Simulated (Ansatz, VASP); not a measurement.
One calculation of SrTiO3, two programs

```
Sr Ti O
1.0
     3.98827    0.00000    0.00000
     0.00000    3.98827    0.00000
     0.00000    0.00000    3.98827
Sr Ti O
1 1 3
Direct
  0.50000 0.50000 0.50000
  0.00000 0.00000 0.00000
  0.50000 0.00000 0.00000
  0.00000 0.50000 0.00000
  0.00000 0.00000 0.50000
```

Alike in both runs: task single point; functional PBE; k mesh 6 × 6 × 6; occupations gaussian, width 0.05 eV; no spin polarisation.

|  | VASP | Ansatz |
| --- | --- | --- |
| version | VASP 6.6.1 | Ansatz 0.2.0 |
| potentials or method | VASP PAW PBE potentials, release 64 (Sr_sv, Ti_sv, O), cutoff 520 eV | scalar-relativistic, plane waves, PAW |
| valence electrons in the cell | 40 | 40 |

|  | VASP | Ansatz | Ansatz less VASP |
| --- | --- | --- | --- |
| gap on the k mesh at the Fermi level (eV) | 1.73 | 1.76 | +0.028 |
| least direct gap on the mesh (eV) | 2.12 | 2.14 | +0.020 |
| pressure (GPa) | -5.6 | -6.1 | -0.55 |
